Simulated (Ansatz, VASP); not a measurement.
**Two plane-wave programs on Cu**

```
CELL_PARAMETERS angstrom
0.00000 1.78147 1.78147
1.78147 0.00000 1.78147
1.78147 1.78147 0.00000
ATOMIC_POSITIONS crystal
Cu 0.00000 0.00000 0.00000
```

Alike in both runs: functional PBE; dispersion D3(BJ); k mesh 10 × 10 × 10; occupations gaussian, width 0.1 eV; no spin polarisation.

Ansatz relaxed the structure, and its values are those at the end. VASP's run is a single point on that final structure, the one shown.

|  | VASP | Ansatz |
| --- | --- | --- |
| version | VASP 6.6.1 | Ansatz 0.2.0 |
| potentials or method | VASP PAW PBE potentials, release 64 (Cu), cutoff 520 eV | scalar-relativistic, plane waves, PAW |
| valence electrons in the cell | 11 | 19 |

Ansatz gave:

- gap on the k mesh at the Fermi level (eV): none
- pressure (GPa): 0.0

**Question.** What did VASP give for the same quantities?

**Answer.** gap on the k mesh at the Fermi level (eV): none; pressure (GPa): 0.6.

A gap of «none» marks a metal or a gap that the smearing closes. VASP's potentials hold 11 valence electrons a cell and Ansatz's 19, so a difference there can come from the potentials and not from the codes.
